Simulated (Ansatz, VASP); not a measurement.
**One calculation of BaTiO3, two programs**

```
CELL_PARAMETERS angstrom
3.95875 0.00000 0.00000
0.00000 2.81786 2.82605
0.00000 -2.81786 2.82605
ATOMIC_POSITIONS crystal
Ba 0.00000 0.00000 0.00000
Ti 0.50000 0.51240 0.51240
O 0.00000 0.48740 0.48740
O 0.50000 0.50524 0.99184
O 0.50000 0.99184 0.50524
```

Alike in both runs: task single point; functional PBEsol; k mesh 6 × 6 × 6; no spin polarisation.

|  | VASP | Ansatz |
| --- | --- | --- |
| version | VASP 6.6.1 | Ansatz 0.2.0 |
| potentials or method | VASP PAW PBE potentials, release 64 (Ba_sv, Ti_sv, O), cutoff 520 eV | plane waves, PAW |
| occupations | gaussian, width 0.01 eV | fixed |
| valence electrons in the cell | 40 | 40 |

|  | VASP | Ansatz | Ansatz less VASP |
| --- | --- | --- | --- |
| pressure (GPa) | 1.4 | -0.5 | -1.97 |
| traceless stress, the component that is largest in VASP (GPa) | -0.39 | -0.39 | -0.006 |

VASP's potentials were made for PBE, not for PBEsol.

Spin-orbit coupling is off throughout.
